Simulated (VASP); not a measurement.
LiH: single point with r2SCAN

Crystal: LiH.

```
Li H
1.0
     2.47639    0.00000    0.00000
     0.00000    2.47639    0.00000
     0.00000    0.00000    2.47639
Li H
1 1
Direct
  0.00000 0.00000 0.00000
  0.50000 0.50000 0.50000
```

This cell differs from its parent crystal: volume changed by -3%.

```
Program                : VASP 6.6.1
Task                   : single point
Functional             : r2SCAN
Potentials or basis    : VASP PAW PBE potentials, release 64 (Li_sv, H)
Cutoff                 : 520 eV
k mesh                 : 8 × 8 × 8
Occupations            : gaussian, width 0.01 eV
Spin                   : no spin polarisation
Dipole correction      : no
Further INCAR settings : ALGO = Normal; EDIFF = 1e-06; NBANDS = 9
```

* Band gap on the k mesh: 1.32 eV, indirect (least direct gap 4.92 eV)

Levels at points of the mesh, in eV from the valence-band top:
| k point | band 1 | band 2 | band 3 | band 4 | band 5 | band 6 |
| --- | --- | --- | --- | --- | --- | --- |
| (0.00, 0.00, 0.00) | -49.88 | -9.32 | 13.23 | 13.23 | 13.23 | 14.47 |
| (0.50, 0.00, 0.00) | -49.83 | -7.06 | 1.32 | 12.98 | 18.32 | 18.32 |
| (0.50, 0.50, 0.00) | -49.78 | -2.96 | 1.97 | 1.97 | 10.72 | 22.19 |
| (0.50, 0.50, 0.50) | -49.73 | 0.00 | 7.58 | 7.58 | 7.58 | 9.16 |

Wall time 14 s on 1 thread of Intel Xeon 6975P-C, on a shared host, peak memory 0.11 GiB.

 A k mesh can miss the band edges.
